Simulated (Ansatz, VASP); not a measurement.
**MoS in VASP and in Ansatz**

```xyz
2
Lattice="0.0000 2.7373 2.7373 2.7373 0.0000 2.7373 2.7373 2.7373 0.0000" Properties=species:S:1:pos:R:3 pbc="T T T"
Mo    0.0000    0.0000    0.0000
S     2.7373    2.7373    2.7373
```

Alike in both runs: task single point; functional PBE; k mesh 14 × 14 × 14; occupations gaussian, width 0.1 eV; collinear spin; Hubbard terms Mo d U = 4.38 eV.

```csv
,VASP,Ansatz
version,VASP 6.6.1,Ansatz 0.2.0
potentials or method,"VASP PAW PBE potentials, release 64 (Mo_sv, S), cutoff 520 eV","scalar-relativistic, plane waves, PAW"
valence electrons in the cell,20,20
```

Ansatz gave:

| Item | Value |
| --- | --- |
| gap on the k mesh at the Fermi level (eV) | none |
| pressure (GPa) | 0.0 |
| net moment per atom (μB) | 2.00 |
| size of the moment on the site where the two differ most (μB) | 3.20 |

Q: What did VASP give for the same quantities?

A: gap on the k mesh at the Fermi level (eV): none; pressure (GPa): -2.3; net moment per atom (μB): 1.96; size of the moment on the site where the two differ most (μB): 3.53.

Site moments also hang on the region over which each program counts them. The programs project onto different local orbitals, so the same U acts differently, and such runs can settle in different states. A gap of «none» marks a metal or a gap that the smearing closes. Ansatz's warnings: filled band counts differ across k points.
